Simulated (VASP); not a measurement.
# SiO2 (Fddd) in VASP: further runs, part 2 of 2

VASP 6.6.1. Earlier steps stand in the parts before.

### 5 Single point, PBEsol+D3(BJ)

The input, INCAR:

```
PREC = Accurate ; ENCUT = 520
EDIFF = 1E-6 ; ISMEAR = -1
SIGMA = 0.05 ; LREAL = F
LASPH = T ; NELM = 80
ALGO = Normal ; ISIF = 2
LWAVE = F ; LCHARG = F
GGA = PS ; IVDW = 12
NBANDS = 44
```

The input, KPOINTS:

```
Automatic mesh
0
Gamma
  7 7 7
```

The input, POSCAR:

```
SiO2
1.0
    0.0000000000      4.7203520004      7.3734549441
    2.3580170465      0.0000000000      7.3734549441
    2.3580170465      4.7203520004      0.0000000000
Si O
4 8
Direct
    0.9370576275      0.9370576275      0.5629423725
    0.6870576275      0.6870576275      0.3129423725
    0.3129423725      0.3129423725      0.6870576275
    0.5629423725      0.5629423725      0.9370576275
    0.0655022160      0.4344977840      0.0655022160
    0.4344977840      0.0655022160      0.4344977840
    0.8155022160      0.1844977840      0.8155022160
    0.1844977840      0.8155022160      0.1844977840
    0.1250000000      0.6250000000      0.6250000000
    0.6250000000      0.6250000000      0.6250000000
    0.6250000000      0.6250000000      0.1250000000
    0.6250000000      0.1250000000      0.6250000000
```

The run is started by

```sh
> cat potpaw_PBE.64/Si/POTCAR potpaw_PBE.64/O/POTCAR > POTCAR
> mpirun -np 1 vasp_std > vasp.out
```

Run time: 17 min. Hardware: 1 thread of Oxide Virtual Turin-like, shared host; peak memory 0.55 GiB.

The run converged. Its results:

* Free energy: -99.7953 eV
* Pressure: 0.4 GPa
* Largest force: 0.037 eV/Å
* Band gap on the k mesh: 5.68 eV
* Dispersion energy per atom: -0.104 eV

Forces on the atoms (eV/Å):
```
Si   0.000  0.000 -0.037
Si   0.000  0.000 -0.037
Si   0.000  0.000  0.037
Si   0.000  0.000  0.037
O    0.000  0.032  0.000
O    0.000 -0.032  0.000
O    0.000  0.032  0.000
O    0.000 -0.032  0.000
O    0.000  0.000  0.000
O    0.000  0.000  0.000
O    0.000  0.000  0.000
O    0.000  0.000  0.000
```

Stress tensor (GPa, compression positive):
```
0.52 0.00 0.00
0.00 0.29 0.00
0.00 0.00 0.47
```

Levels at points of the mesh, in eV from the valence-band top:
| k point | band 28 | band 29 | band 30 | band 31 | band 32 | band 33 | band 34 | band 35 | band 36 | band 37 |
| --- | --- | --- | --- | --- | --- | --- | --- | --- | --- | --- |
| (0.00, 0.00, 0.00) | -0.78 | -0.58 | -0.43 | -0.01 | 0.00 | 5.68 | 8.20 | 8.21 | 8.66 | 8.67 |

Caveat: three body term missing; the PAW data sets were made with another functional, which shifts forces and pressure a little.

### 6 Single point, PBEsol+D4

This run uses another cell than the first one, of 13.71 Å³/atom.

The input, INCAR:

```
PREC     = Accurate       # precision mode
ENCUT    = 520            # plane-wave cutoff, eV
EDIFF    = 1E-7           # SCF threshold, eV
ISMEAR   = -1             # smearing method
SIGMA    = 0.05           # smearing width, eV
LREAL    = False          # projectors in reciprocal space
LASPH    = True           # aspherical terms in the spheres
NELM     = 100            # most SCF steps
ALGO     = Normal         # electronic algorithm
ISIF     = 2              # what is computed and relaxed
LWAVE    = False          # write WAVECAR
LCHARG   = False          # write CHGCAR
GGA      = PS             # functional
IVDW     = 13             # dispersion correction
NBANDS   = 44             # bands
```

KPOINTS is that of step 5.

The input, POSCAR:

```
SiO2
1.0
    0.0000000000      4.7224537872      7.3795993287
    2.3608446899      0.0000000000      7.3795993287
    2.3608446899      4.7224537872      0.0000000000
Si O
4 8
Direct
    0.9369833867      0.9369833867      0.5630166133
    0.6869833867      0.6869833867      0.3130166133
    0.3130166133      0.3130166133      0.6869833867
    0.5630166133      0.5630166133      0.9369833867
    0.0651191092      0.4348808908      0.0651191092
    0.4348808908      0.0651191092      0.4348808908
    0.8151191092      0.1848808908      0.8151191092
    0.1848808908      0.8151191092      0.1848808908
    0.1250000000      0.6250000000      0.6250000000
    0.6250000000      0.6250000000      0.6250000000
    0.6250000000      0.6250000000      0.1250000000
    0.6250000000      0.1250000000      0.6250000000
```

Potentials or basis: VASP PAW PBE potentials, release 64 (Si, O).

The run is started by

```sh
> cat potpaw_PBE.64/Si/POTCAR potpaw_PBE.64/O/POTCAR > POTCAR
> mpirun -np 1 vasp_std > vasp.out
```

It took 20 min on 1 thread of Oxide Virtual Turin-like, shared host; peak memory 0.55 GiB.

Results (log left out):

| Item | Value |
| --- | --- |
| Free energy | -99.6684 eV |
| Pressure | 0.6 GPa |
| Largest force | 0.031 eV/Å |
| Band gap on the k mesh | 5.66 eV |
| Dispersion energy per atom | -0.093 eV |

Forces in eV/Å, atoms in the order of the input:
```
Si   0.000  0.000 -0.031
Si   0.000  0.000 -0.031
Si   0.000  0.000  0.031
Si   0.000  0.000  0.031
O    0.000  0.030  0.000
O    0.000 -0.030  0.000
O    0.000  0.030  0.000
O    0.000 -0.030  0.000
O    0.000  0.000  0.000
O    0.000  0.000  0.000
O    0.000  0.000  0.000
O    0.000  0.000  0.000
```

Stress tensor (GPa, compression positive):
```
0.66 0.00 0.00
0.00 0.43 0.00
0.00 0.00 0.62
```

Levels at points of the mesh, in eV from the valence-band top:
| k point | band 29 | band 30 | band 31 | band 32 | band 33 | band 34 | band 35 | band 36 |
| --- | --- | --- | --- | --- | --- | --- | --- | --- |
| (0.00, 0.00, 0.00) | -0.59 | -0.43 | -0.02 | 0.00 | 5.66 | 8.18 | 8.20 | 8.63 |

Caveat: the PAW data sets were made with another functional, which shifts forces and pressure a little. A k mesh can miss the band edges.

### 7 The runs side by side

| level | potentials or basis | cell | gap on the mesh (eV) | pressure (GPa) | largest force (eV/Å) |
| --- | --- | --- | --- | --- | --- |
| LDA | VASP PAW LDA potentials, release 64 (Si, O) | a = 8.744, b = 7.732, c = 5.274 Å, angles 82.2, 61.2, 36.7°, 12 atoms, atomic positions A | 5.53 | -1.1 | 0.04 |
| PBEsol+D3(BJ) | VASP PAW PBE potentials, release 64 (Si, O) | a = 8.752, b = 7.739, c = 5.274 Å, angles 82.2, 61.2, 36.7°, 12 atoms, atomic positions B | 5.68 | 0.6 | 0.03 |
| PBEsol | VASP PAW PBE potentials, release 64 (Si, O) | a = 8.779, b = 7.759, c = 5.297 Å, angles 82.2, 61.1, 36.7°, 12 atoms, atomic positions C | 5.63 | 0.5 | 0.03 |
| PBEsol+D3(BJ) | VASP PAW PBE potentials, release 64 (Si, O) | a = 8.755, b = 7.741, c = 5.277 Å, angles 82.2, 61.2, 36.7°, 12 atoms, atomic positions D | 5.68 | 0.4 | 0.04 |
| PBEsol+D4 | VASP PAW PBE potentials, release 64 (Si, O) | a = 8.761, b = 7.748, c = 5.280 Å, angles 82.2, 61.2, 36.7°, 12 atoms, atomic positions E | 5.66 | 0.6 | 0.03 |

Alike in all rows: task single point; no spin polarisation; k mesh 7 × 7 × 7; cutoff (eV) 520; smearing fermi-dirac 0.05 eV.

Caveats: the PAW data sets were made with another functional, which shifts forces and pressure a little (at least some runs); three body term missing (at least some runs).

Absolute energies hang on the potentials; compare differences alone.
